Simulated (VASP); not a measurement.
Crystal: Pb.

```
CELL_PARAMETERS angstrom
0.00000 2.47525 2.47525
2.47525 0.00000 2.47525
2.47525 2.47525 0.00000
ATOMIC_POSITIONS crystal
Pb 0.00000 0.00000 0.00000
```

```yaml
Program: VASP 6.6.1
Task: relaxation of cell and atoms
Functional: LDA
Potentials_or_basis: VASP PAW LDA potentials, release 64 (Pb_d)
Cutoff: 600 eV
k_mesh: 11 × 11 × 11
Occupations: fermi-dirac, width 0.1 eV
Spin: no spin polarisation
```

At the start: pressure -2.1 GPa; volume 30.33 Å³/atom.

Q: Where does the relaxation end?

A: Over 3 steps the energy falls by 8.7 meV/atom and the volume is 29.04 Å³/atom (-4.3 %); space group Fm-3m (No. 225, to 0.05 Å).

The path:
| step | energy change (eV) | largest force (eV/Å) | pressure (GPa) | volume (Å³) |
| --- | --- | --- | --- | --- |
| 1 | 0.0000 | 0.0000 | -2.05 | 30.33 |
| 2 | -0.0078 | 0.0000 | 0.71 | 28.66 |
| 3 | -0.0087 | 0.0000 | 0.00 | 29.04 |

Final structure:
```xyz
1
Lattice="0.0000 2.4395 2.4395 2.4395 0.0000 2.4395 2.4395 2.4395 0.0000" Properties=species:S:1:pos:R:3 pbc="T T T"
Pb    0.0000    0.0000    0.0000
```
